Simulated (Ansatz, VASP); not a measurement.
# AlN in VASP and in Ansatz

The input INCAR:

```
  PREC = Accurate
  ENCUT = 520
  EDIFF = 1E-6
  ISMEAR = 0
  SIGMA = 0.01
  LREAL = F
  LASPH = T
  NELM = 100
  ALGO = Normal
  ISIF = 2
  LWAVE = F
  LCHARG = F
  NBANDS = 16
```

The input KPOINTS:

```
Automatic mesh
0
Gamma
  8 8 6
```

The input POSCAR:

```
AlN
1.0
    3.0887730631      0.0000000000      0.0000000000
   -1.5443865316      2.6749559392      0.0000000000
    0.0000000000      0.0000000000      4.9432521891
Al N
2 2
Direct
    0.3333333333      0.6666666667     -0.0009923830
    0.6666666667      0.3333333333      0.4990076170
    0.3333333333      0.6666666667      0.3809923830
    0.6666666667      0.3333333333      0.8809923830
```

Input for Ansatz:

```yaml
crystal:
  lattice:
    - [3.08877306311, 0.0, 0.0]
    - [-1.54438653155, 2.67495593918, 0.0]
    - [0.0, 0.0, 4.94325218913]
  atoms:
    - { symbol: Al, position: [0.333333333333, 0.666666666667, -0.000992383011] }
    - { symbol: Al, position: [0.666666666667, 0.333333333333, 0.499007616989] }
    - { symbol: "N", position: [0.333333333333, 0.666666666667, 0.380992383011] }
    - { symbol: "N", position: [0.666666666667, 0.333333333333, 0.880992383011] }
kpoints:
  mp_grid: { grid: [8, 8, 6] }
scf:
  occupations: { method: fixed }
hamiltonian:
  xc: lda
  pseudopotentials: { kind: all_electron, lapw: { basis_error: 0.001 } }
output:
  forces: true
  stress: true
  eigenvalues: true
  eigenstates:
    nscf_kmesh: { grid: [12, 12, 8] }
    de_dk: true
    e_range: [-9, 14.41643534553]
  optics:
    e_range: [0, 30]
    de: 0.2
    sigma: 0.15
    bands: { spectra_wanted_up_to: 30 }
    nscf_kmesh: { grid: [12, 12, 8] }
checkpoint:
  write: ck
  write_wavefunctions: false
```

Alike in both runs: task single point; functional LDA; k mesh 8 × 8 × 6; no spin polarisation.

```csv
,VASP,Ansatz
version,VASP 6.6.1,Ansatz 0.2.0
potentials or method,"VASP PAW LDA potentials, release 64 (Al, N), cutoff 520 eV","all-electron LAPW, scalar-relativistic"
occupations,"gaussian, width 0.01 eV",fixed
```

|  | VASP | Ansatz | Ansatz less VASP |
| --- | --- | --- | --- |
| gap on the k mesh at the Fermi level (eV) | 4.42 | 4.42 | -0.006 |
| pressure (GPa) | 0.6 | 0.0 | -0.60 |

LDA's correlation is that of Perdew and Zunger in VASP and of Perdew and Wang (1992) in Ansatz. Ansatz ran all-electron here, and VASP with PAW potentials.
